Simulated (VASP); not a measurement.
Input of a VASP 6.6.1 run:

File POSCAR:

```
MgS
1.0
    0.0000000000      2.5621183323      2.5621183323
    2.5621183323      0.0000000000      2.5621183323
    2.5621183323      2.5621183323      0.0000000000
Mg S
1 1
Direct
    0.0000000000      0.0000000000      0.0000000000
    0.5000000000      0.5000000000      0.5000000000
```

File INCAR.step1:

```
ALGO = Normal ; EDIFF = 1E-4
ENCUT = 520 ; GGA = PE
ISMEAR = 0 ; LASPH = True
LCHARG = False ; LREAL = False
LWAVE = True ; NBANDS = 11
NELM = 100 ; PREC = Accurate
SIGMA = 0.01
```

INCAR.step2

```
ALGO = Normal ; EDIFF = 1E-7
ENCUT = 520 ; ISIF = 2
ISMEAR = 0 ; ISTART = 1
LASPH = True ; LCHARG = False
LMIXTAU = True ; LREAL = False
LWAVE = False ; METAGGA = R2SCAN
NBANDS = 11 ; NELM = 100
PREC = Accurate ; SIGMA = 0.01
```

Contents of KPOINTS:

```
k-points
0
Gamma
  8 8 8
```

Potentials or basis: VASP PAW PBE potentials, release 64 (Mg, S).

Run with:

```console
$ cat potpaw_PBE.64/Mg/POTCAR potpaw_PBE.64/S/POTCAR > POTCAR
$ cp INCAR.step1 INCAR
$ mpirun -np 1 vasp_std > vasp.out
$ cp INCAR.step2 INCAR
$ mpirun -np 1 vasp_std > vasp.out
```

What does it give for the pressure?

3.5 GPa.

What does it give for the band gap on the k mesh?

3.53 eV, indirect (least direct gap 5.01 eV).

Caveat: the PAW data sets were made with another functional, which shifts forces and pressure a little. r2SCAN opens gaps a little over a GGA but as a rule still falls short of measured ones.
